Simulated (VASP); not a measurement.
BaB, 2 atoms in the cell. Symmetry: I4mm, No. 107, tetragonal system. Conventional cell: a = 4.360 Å, b = 4.360 Å, c = 6.166 Å, α = 90.00°, β = 90.00°, γ = 90.00°. Within 4.0 Å of Ba (site symmetry 4mm) lie 6 B at 3.03 to 3.13 Å. B (site symmetry 4mm) has 6 Ba at 3.03 to 3.13 Å within 4.0 Å.  This cell differs from its parent crystal: atom 2 (B) moved 0.05 Å along x.

| Property | Result |
| --- | --- |
| Program | VASP 6.6.1 |
| Task | single point |
| Functional | PBE |
| Potentials or basis | VASP PAW PBE potentials, release 64 (Ba_sv, B) |
| Cutoff | 520 eV |
| k mesh | 10 × 10 × 10 |
| Occupations | gaussian, width 0.05 eV |
| Spin | no spin polarisation |
| Dipole correction | no |
| Further INCAR settings | ALGO = Normal; EDIFF = 1e-06; NBANDS = 14 |

Potentials or basis: VASP PAW PBE potentials, release 64 (Ba_sv, B).

The run is started by

```console
$ cat potpaw_PBE.64/Ba_sv/POTCAR potpaw_PBE.64/B/POTCAR > POTCAR
$ mpirun -np 1 vasp_std > vasp.out
```

Hardware: 1 thread of Intel Xeon 6975P-C, with other jobs on the host.

**Question.** Estimate the wall time of this run.

**Answer.** It took 46 s on 1 thread of Intel Xeon 6975P-C, on a shared host, peak memory 0.23 GiB. Counts: scf iterations 12, k points 102.
